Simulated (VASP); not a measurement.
Wanted: the native input for a VASP 6.6.1 run.

* Task: single point
* Functional: LDA
* Potentials or basis: VASP PAW LDA potentials, release 64 (Sc_sv, F)
* Cutoff: 520 eV
* k mesh: 6 × 6 × 6
* Occupations: gaussian, width 0.05 eV
* Spin: no spin polarisation
* Dipole correction: no
* Further INCAR settings: ALGO = Normal; EDIFF = 1e-06; NBANDS = 24

The structure of ScF3 lies in POSCAR:

```
ScF3
1.0
    4.3334460000      0.0000000000      0.0000000000
    0.0000000000      4.3334460000      0.0000000000
    0.0000000000      0.0000000000      4.0124500000
Sc F
1 3
Direct
    0.0000000000      0.0000000000      0.0000000000
    0.5000000000      0.0000000000      0.0000000000
    0.0000000000      0.5000000000      0.0000000000
    0.0000000000      0.0000000000      0.5000000000
```

This cell differs from its parent crystal: strain +0.080 along x and y, +0.000 along z.

The input as run:

INCAR

```
SYSTEM = ScF3
ALGO = Normal
EDIFF = 1E-6
ENCUT = 520
ISIF = 2
ISMEAR = 0
LASPH = .TRUE.
LCHARG = .FALSE.
LREAL = .FALSE.
LWAVE = .FALSE.
NBANDS = 24
NELM = 100
PREC = Accurate
SIGMA = 0.05
```

KPOINTS

```
k-points
0
G
  6 6 6
  0 0 0
```

Potentials or basis: VASP PAW LDA potentials, release 64 (Sc_sv, F).

Command:

```sh
$ cat potpaw_LDA.64/Sc_sv/POTCAR potpaw_LDA.64/F/POTCAR > POTCAR
$ mpirun -np 1 vasp_std > vasp.out
```

Results of the run:

* Pressure: -11.8 GPa
* Band gap on the k mesh: 5.11 eV, indirect (least direct gap 5.49 eV)

Caveat: the cell differs from its parent crystal (strain +0.080 along x and y, +0.000 along z).

Wall time 24 s on 1 thread of Intel(R) Xeon(R) 6975P-C (Granite Rapids), with other jobs on the host, peak memory 0.18 GiB.
